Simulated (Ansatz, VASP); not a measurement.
**Be3TeO2 in VASP and in Ansatz**

Contents of INCAR:

```
PREC = Accurate
ENCUT = 520
EDIFF = 1E-7
ISMEAR = 0
SIGMA = 0.1
LREAL = F
LASPH = T
NELM = 100
ALGO = Normal
ISIF = 2
LWAVE = F
LCHARG = F
GGA = PE
NBANDS = 21
```

KPOINTS

```
regular mesh
0
Gamma
  4 4 4
```

POSCAR

```
Be3TeO2
1.0
    2.3053481100     -4.1489143200      0.0000000000
    2.3053481100      4.1489143200      0.0000000000
    0.0000000000      0.0000000000      3.8049941600
Be Te O
3 1 2
Direct
    0.6779564000      0.3220436000      0.0000000000
    0.3220436000      0.6779564000      0.0000000000
    0.5000000000      0.5000000000      0.5000000000
    0.0000000000      0.0000000000      0.0000000000
    0.5000000000      0.0000000000      0.5000000000
    0.0000000000      0.5000000000      0.5000000000
```

Input for Ansatz:

```yaml
crystal:
  lattice:
    - [2.30534811, -4.14891432, 0.0]
    - [2.30534811, 4.14891432, 0.0]
    - [0.0, 0.0, 3.80499416]
  atoms:
    - { symbol: Be, position: [0.6779564, 0.3220436, 0.0] }
    - { symbol: Be, position: [0.3220436, 0.6779564, 0.0] }
    - { symbol: Be, position: [0.5, 0.5, 0.5] }
    - { symbol: Te, position: [0.0, 0.0, 0.0] }
    - { symbol: O, position: [0.5, 0.0, 0.5] }
    - { symbol: O, position: [0.0, 0.5, 0.5] }
basis:
  ecutwfc: 420
kpoints:
  mp_grid: { grid: [4, 4, 4] }
hamiltonian:
  xc: pbe
scf:
  occupations: { method: gaussian, width: 0.1 }
  lower_state_search: "off"
output:
  forces: true
  stress: true
  eigenvalues: true
```

Change from the starting cell: species swapped into the LaAl2Ag3 type (Cmmm, No. 65).

Alike in both runs: task single point; functional PBE; k mesh 4 × 4 × 4; occupations gaussian, width 0.1 eV; no spin polarisation.

|  | VASP | Ansatz |
| --- | --- | --- |
| version | VASP 6.6.1 | Ansatz 0.2.0 |
| potentials or method | VASP PAW PBE potentials, release 64 (Be, Te, O), cutoff 520 eV | scalar-relativistic, plane waves, PAW |
| valence electrons in the cell | 24 | 34 |

Ansatz gave:

- gap on the k mesh at the Fermi level (eV): none
- pressure (GPa): -9.3
- traceless stress, the component that is largest in VASP (GPa): -6.82
- rms of the force components (eV/Å): 0.339

Task: Estimate VASP's values.

Result: gap on the k mesh at the Fermi level (eV): none; pressure (GPa): -9.4; traceless stress, the component that is largest in VASP (GPa): -6.83; rms of the force components (eV/Å): 0.339.

Atom by atom the forces differ by 0.000 eV/Å (rms over components). A gap of «none» marks a metal or a gap that the smearing closes. With one functional, cell and mesh, what is left measures potentials, basis and numerics. VASP's potentials hold 24 valence electrons a cell and Ansatz's 34, so a difference there can come from the potentials and not from the codes.

The k mesh is coarse, so the values compare programs but aren't converged. Neither program's run includes spin-orbit coupling.
